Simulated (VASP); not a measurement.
The system is SnTe (zincblende type).

```
CELL_PARAMETERS angstrom
0.00000 3.10723 3.10723
3.10723 0.00000 3.10723
3.10723 3.10723 0.00000
ATOMIC_POSITIONS crystal
Sn 0.00000 0.00000 0.00000
Te 0.25000 0.25000 0.25000
```

```yaml
Program: VASP 6.6.1
Task: relaxation of cell and atoms
Functional: PBEsol
Potentials_or_basis: VASP PAW PBE potentials, release 64 (Sn_d, Te)
Cutoff: 600 eV
k_mesh: 12 × 12 × 12
Occupations: fermi-dirac, width 0.1 eV
Spin: no spin polarisation
```

At the start: pressure 21.6 GPa; volume 30.00 Å³/atom.

Problem. How do energy, volume and symmetry change on relaxing?

Solution. Over 20 steps the energy falls by 691.6 meV/atom and the volume is 44.31 Å³/atom (+47.7 %); space group F-43m (No. 216, to 0.1 Å) before and after.

Step by step:
```tsv
step	energy change (eV)	largest force (eV/Å)	pressure (GPa)	volume (Å³)
1	0.0000	0.0000	21.61	60.00
2	-1.2427	0.0000	-2.90	102.43
3	-1.3817	0.0000	0.38	87.36
4	-1.3832	0.0000	-0.06	88.79
5	-1.3830	0.0000	0.12	88.14
6	-1.3830	0.0000	0.15	88.14
7	-1.3830	0.0000	0.13	88.15
8	-1.3830	0.0000	0.14	88.15
9	-1.3830	0.0000	0.14	88.15
10	-1.3830	0.0000	0.14	88.15
11	-1.3830	0.0000	0.14	88.15
12	-1.3830	0.0000	0.14	88.16
13	-1.3830	0.0000	0.14	88.16
14	-1.3830	0.0000	0.15	88.16
15	-1.3830	0.0000	0.16	88.17
16	-1.3830	0.0000	0.12	88.18
17	-1.3831	0.0000	0.11	88.21
18	-1.3831	0.0000	0.10	88.27
19	-1.3832	0.0000	0.07	88.39
20	-1.3832	0.0000	0.00	88.62
```

Final structure:
```yaml
crystal:
  lattice:
    - [0.00000, 3.53865, 3.53865]
    - [3.53865, 0.00000, 3.53865]
    - [3.53865, 3.53865, 0.00000]
  atoms:
    - { symbol: Sn, position: [0.00000, 0.00000, 0.00000] }
    - { symbol: Te, position: [0.25000, 0.25000, 0.25000] }
```

Caveat: the volume moved by over 15 % at a fixed basis, so the end points are rough; the PAW data sets were made with another functional, which shifts forces and pressure a little.
